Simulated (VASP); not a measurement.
Runs of VASP 6.6.1 on LiBr. Symmetry: Fm-3m, No. 225, cubic system. Conventional cell: a = 5.479 Å, b = 5.479 Å, c = 5.479 Å, α = 90.00°, β = 90.00°, γ = 90.00°. Within 3.6 Å of Li (site symmetry m-3m) lie 6 Br at 2.74 Å. Within 3.6 Å of Br (site symmetry m-3m) lie 6 Li at 2.74 Å. 

| level | spin | k mesh | cutoff (eV) | gap on the mesh (eV) | pressure (GPa) |
| --- | --- | --- | --- | --- | --- |
| PBEsol | off | 4 × 4 × 4 | 750 | 4.81 | (a) |
| r2SCAN | off | 6 × 6 × 6 | 830 | 5.93 | -0.4 |
| PBE | off | 6 × 6 × 6 | 750 | (b) | 0.4 |
| PBE | non-collinear, zero start, SOC | 6 × 6 × 6 | 750 | - | 0.4 |

Alike in all rows: task single point; potentials or basis VASP PAW PBE potentials, release 64 (Li_sv, Br); cell as given; smearing gaussian 0.01 eV.

Q: Estimate the missing entries.

A: (a) -0.9; (b) 4.99.

Caveats: some runs use coarse meshes; the PAW data sets were made with another functional, which shifts forces and pressure a little (at least some runs).

A k mesh can miss the band edges, and rows without SOC leave out spin-orbit coupling on Br.
